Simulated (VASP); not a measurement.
Input of a VASP 6.6.1 run:

The input POSCAR:

```
BAs
1.0
    0.0000000000      2.4387812228      2.4387812228
    2.4387812228      0.0000000000      2.4387812228
    2.4387812228      2.4387812228      0.0000000000
B As
1 1
Direct
    0.0000000000      0.0000000000      0.0000000000
    0.2500000000      0.2500000000      0.2500000000
```

File INCAR.step1:

```
SYSTEM = BAs
ALGO = Normal
EDIFF = 1E-4
ENCUT = 520
GGA = PE
ISMEAR = 0
LASPH = .TRUE.
LCHARG = .FALSE.
LREAL = .FALSE.
LWAVE = .TRUE.
NBANDS = 11
NELM = 80
PREC = Accurate
SIGMA = 0.01
```

INCAR.step2

```
SYSTEM = BAs
ALGO = Normal
EDIFF = 1E-7
ENCUT = 520
ISIF = 2
ISMEAR = 0
ISTART = 1
LASPH = .TRUE.
LCHARG = .FALSE.
LMIXTAU = .TRUE.
LREAL = .FALSE.
LWAVE = .FALSE.
METAGGA = R2SCAN
NBANDS = 11
NELM = 80
PREC = Accurate
SIGMA = 0.01
```

The input KPOINTS:

```
k-points
0
G
  8 8 8
  0 0 0
```

Potentials or basis: VASP PAW PBE potentials, release 64 (B, As).

Command:

```console
$ cat potpaw_PBE.64/B/POTCAR potpaw_PBE.64/As/POTCAR > POTCAR
$ cp INCAR.step1 INCAR
$ mpirun -np 1 vasp_std > vasp.out
$ cp INCAR.step2 INCAR
$ mpirun -np 1 vasp_std > vasp.out
```

Task: What does it give for the band gap on the k mesh?

Result: 1.44 eV, indirect (least direct gap 3.38 eV).

Task: Predict the pressure.

Result: -7.2 GPa.

Caveat: the PAW data sets were made with another functional, which shifts forces and pressure a little. A k mesh can miss the band edges.
